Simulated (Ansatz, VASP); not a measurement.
Sb: VASP beside Ansatz

```
Sb
1.0
    -4.03001    4.03001    2.02549
     4.03001   -4.03001    2.02549
     4.03001    4.03001   -2.02549
Sb
4
Direct
  0.65126 0.15126 0.80253
  0.15126 0.34874 0.50000
  0.34874 0.84874 0.19747
  0.84874 0.65126 0.50000
```

Alike in both runs: functional r2SCAN; k mesh 7 × 7 × 7; occupations fermi-dirac, width 0.05 eV; no spin polarisation.

```csv
,VASP,Ansatz
version,VASP 6.6.1,Ansatz 0.2.0
potentials or method,"VASP PAW PBE potentials, release 64 (Sb)",Ansatz PAW
plane-wave cutoff (eV),520,500
valence electrons in the cell,20,60
task,single point,band structure
```

VASP gave:

* gap on the k mesh at the Fermi level (eV): none
* pressure (GPa): 0.7
* traceless stress, the component that is largest in VASP (GPa): 0.20
* rms of the force components (eV/Å): 0.034

What did Ansatz give for the same quantities?

gap on the k mesh at the Fermi level (eV): none; pressure (GPa): 0.7; traceless stress, the component that is largest in VASP (GPa): 0.18; rms of the force components (eV/Å): 0.040.

VASP's potentials were made for PBE, not for r2SCAN. Atom by atom the forces differ by 0.006 eV/Å (rms over components). A gap of «none» marks a metal or a gap that the smearing closes. VASP's potentials hold 20 valence electrons a cell and Ansatz's 60, so a difference there can come from the potentials and not from the codes.

Neither program's run includes spin-orbit coupling.
